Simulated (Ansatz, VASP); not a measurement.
This is a calculation of GaN for VASP 6.6.1.

The input INCAR:

```
SYSTEM = GaN
PREC = Accurate
ENCUT = 520
EDIFF = 1E-6
ISMEAR = -1
SIGMA = 0.05
LREAL = .FALSE.
LASPH = .TRUE.
NELM = 60
ALGO = Normal
ISIF = 2
LWAVE = .FALSE.
LCHARG = .FALSE.
GGA = PE
ALDAC = 0.0
AGGAC = 0.0
NBANDS = 26
```

The input KPOINTS:

```
Automatic mesh
0
G
  10 10 5
  0 0 0
```

File POSCAR:

```
GaN
1.0
    3.1800000000      0.0000000000      0.0000000000
   -1.5900000000      2.7539607840      0.0000000000
    0.0000000000      0.0000000000      5.1660000000
Ga N
2 2
Direct
    0.6666666667      0.3333333333      0.5000000000
    0.3333333333      0.6666666667      0.0000000000
    0.6666666667      0.3333333333      0.8750000000
    0.3333333333      0.6666666667      0.3750000000
```

Potentials or basis: VASP PAW PBE potentials, release 64 (Ga_d, N).

Run with:

```sh
$ cat potpaw_PBE.64/Ga_d/POTCAR potpaw_PBE.64/N/POTCAR > POTCAR
$ mpirun -np 1 vasp_std > vasp.out
```

**Question.** Set up the same calculation for Ansatz 0.2.0. Potentials there: Ansatz PAW.

**Answer.** As run (the cutoff follows the program's own potentials):

The input input.yaml:

```yaml
crystal:
  lattice:
    - [3.18, 0.0, 0.0]
    - [-1.59, 2.753960784, 0.0]
    - [0.0, 0.0, 5.166]
  atoms:
    - { symbol: Ga, position: [0.6666666667, 0.3333333333, 0.5] }
    - { symbol: Ga, position: [0.3333333333, 0.6666666667, 0.0] }
    - { symbol: "N", position: [0.6666666667, 0.3333333333, 0.875] }
    - { symbol: "N", position: [0.3333333333, 0.6666666667, 0.375] }
hamiltonian:
  xc: { exchange: pbe, correlation: none }
  pseudopotentials: { kind: paw }
kpoints:
  mp_grid: { grid: [10, 10, 5] }
scf:
  occupations: { method: fermi_dirac, width: 0.05 }
output:
  forces: true
  stress: true
  eigenvalues: true
```

Potentials or basis: Ansatz PAW.

The run is started by

```bash
$ ansatz run input.yaml --threads 2 --pin off --max-ram 5120MiB --backend cpu --events-out ev --progress --plain --runs-dir out
```

Both were run:

|  | VASP | Ansatz | Ansatz less VASP |
| --- | --- | --- | --- |
| gap on the k mesh at the Fermi level (eV) | 2.07 | 2.09 | +0.029 |
| least direct gap on the mesh (eV) | 2.07 | 2.09 | +0.029 |
| pressure (GPa) | 27.0 | 25.6 | -1.40 |
| traceless stress, the component that is largest in VASP (GPa) | 1.89 | 1.84 | -0.046 |
| rms of the force components (eV/Å) | 0.076 | 0.076 | -0.0002 |

VASP's potentials were made for PBE, not for PBE exchange alone. Atom by atom the forces differ by 0.000 eV/Å (rms over components).

Noted on Ansatz's run: odd divisions of the mesh miss points on the zone boundary, where band edges often lie, so the gap on the mesh can be too wide.
